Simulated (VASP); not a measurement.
MgO, 4 atoms in the cell. Symmetry: P6_3/mmc, No. 194, hexagonal system. The conventional cell has a = 3.279 Å, b = 3.279 Å, c = 4.727 Å, α = 90.00°, β = 90.00°, γ = 120.00°. Within 2.5 Å of Mg (site symmetry -6m2) lie 5 O at 1.89 to 2.36 Å. Within 2.5 Å of O (site symmetry -6m2) lie 5 Mg at 1.89 to 2.36 Å.  This cell differs from its parent crystal: ratio of the length along z to the lengths across it x 1.2, volume and fractional coordinates fixed.

| Property | Result |
| --- | --- |
| Program | VASP 6.6.1 |
| Task | single point |
| Functional | r2SCAN |
| Potentials or basis | VASP PAW PBE potentials, release 64 (Mg, O) |
| Cutoff | 520 eV |
| k mesh | 12 × 12 × 6 |
| Occupations | gaussian, width 0.05 eV |
| Spin | no spin polarisation |
| Dipole correction | no |
| Further INCAR settings | ALGO = Normal; EDIFF = 1e-07; NBANDS = 16 |

Potentials or basis: VASP PAW PBE potentials, release 64 (Mg, O).

Run with:

```sh
$ cat potpaw_PBE.64/Mg/POTCAR potpaw_PBE.64/O/POTCAR > POTCAR
$ cp INCAR.step1 INCAR
$ mpirun -np 1 vasp_std > vasp.out
$ cp INCAR.step2 INCAR
$ mpirun -np 1 vasp_std > vasp.out
```

Hardware: 1 thread of Intel(R) Xeon(R) 6975P-C (Granite Rapids), on a shared host.

Question: Estimate the wall time of this run.

Answer: Run time: 93 s on 1 thread of Intel(R) Xeon(R) 6975P-C (Granite Rapids), with other jobs on the host, peak memory 0.19 GiB. Counts: k points 76.
